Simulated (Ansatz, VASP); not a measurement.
Two plane-wave programs on MgSc2C2

```
Mg Sc C
1.0
    -1.82174    1.82174    6.03495
     1.82174   -1.82174    6.03495
     1.82174    1.82174   -6.03495
Mg Sc C
1 2 2
Direct
  0.00000 0.00000 0.00000
  0.75000 0.25000 0.50000
  0.25000 0.75000 0.50000
  0.64220 0.64220 0.00000
  0.35780 0.35780 0.00000
```

Change from the starting cell: species swapped into the BaZn2P2 type (I4/mmm, No. 139).

Alike in both runs: task single point; functional PBE; k mesh 6 × 6 × 6; occupations gaussian, width 0.1 eV; no spin polarisation.

|  | VASP | Ansatz |
| --- | --- | --- |
| version | VASP 6.6.1 | Ansatz 0.2.0 |
| potentials or method | VASP PAW PBE potentials, release 64 (Mg_sv, Sc_sv, C), cutoff 750 eV | scalar-relativistic, plane waves, PAW |
| valence electrons in the cell | 40 | 40 |

Ansatz gave:

- gap on the k mesh at the Fermi level (eV): none
- pressure (GPa): 5.9
- traceless stress, the component that is largest in VASP (GPa): -22.40
- rms of the force components (eV/Å): 0.201

Task: What did VASP give for the same quantities?

Result: gap on the k mesh at the Fermi level (eV): none; pressure (GPa): 6.2; traceless stress, the component that is largest in VASP (GPa): -22.51; rms of the force components (eV/Å): 0.175.

Atom by atom the forces differ by 0.026 eV/Å (rms over components). A gap of «none» marks a metal or a gap that the smearing closes.

The k mesh is coarse, so the values compare programs but aren't converged.
